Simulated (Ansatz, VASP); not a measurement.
## C in VASP and in Ansatz

The input INCAR:

```
SYSTEM = C
PREC = Accurate
ENCUT = 520
EDIFF = 1E-6
ISMEAR = -1
SIGMA = 0.1
LREAL = .FALSE.
LASPH = .TRUE.
NELM = 80
ALGO = Normal
ISIF = 2
LWAVE = .FALSE.
LCHARG = .FALSE.
GGA = B5
ALDAX = 1.0
AGGAX = 1.0
AGGAC = 1.0
ALDAC = 0.0
NBANDS = 11
```

KPOINTS

```
Automatic mesh
0
G
  22 22 4
  0 0 0
```

POSCAR

```
C
1.0
    1.7799553904      0.0000000000      0.0000000000
   -0.8899776952      1.5414865857      0.0000000000
    0.0000000000      0.0000000000      8.8054721654
C
2
Direct
    0.3333333333      0.6666666667      0.2500000000
    0.6666666667      0.3333333333      0.7500000000
```

Input for Ansatz:

```yaml
crystal:
  lattice:
    - [1.7799553904, 0.0, 0.0]
    - [-0.8899776952, 1.5414865857, 0.0]
    - [0.0, 0.0, 8.8054721654]
  atoms:
    - { symbol: C, position: [0.3333333333, 0.6666666667, 0.25] }
    - { symbol: C, position: [0.6666666667, 0.3333333333, 0.75] }
hamiltonian:
  xc: blyp
  pseudopotentials:
    kind: paw
    azcp:
      C: "pseudopotentials/C.paw.azcp"
basis:
  ecutwfc: 420
  fft_grid_basis: typed
kpoints:
  mp_grid: { grid: [22, 22, 4], shift: [0, 0, 0] }
magnetization:
  spin_polarized: false
scf:
  occupations: { method: fermi_dirac, width: 0.1 }
  lower_state_search: "off"
output:
  stress: true
```

Alike in both runs: task single point; functional BLYP; k mesh 22 × 22 × 4; occupations fermi-dirac, width 0.1 eV; no spin polarisation.

```csv
,VASP,Ansatz
version,VASP 6.6.1,Ansatz 0.2.0
potentials or method,"VASP PAW PBE potentials, release 64 (C), cutoff 520 eV","plane waves (420 eV) with PAW, scalar-relativistic"
valence electrons in the cell,8,8
```

Ansatz gave:

| Quantity | Value |
| --- | --- |
| pressure (GPa) | 0.5 |
| traceless stress, the component that is largest in VASP (GPa) | -0.10 |

Problem. Which values does VASP return?

Solution. Pressure (GPa): 0.4; traceless stress, the component that is largest in VASP (GPa): -0.05.

VASP's potentials were made for PBE, not for BLYP.
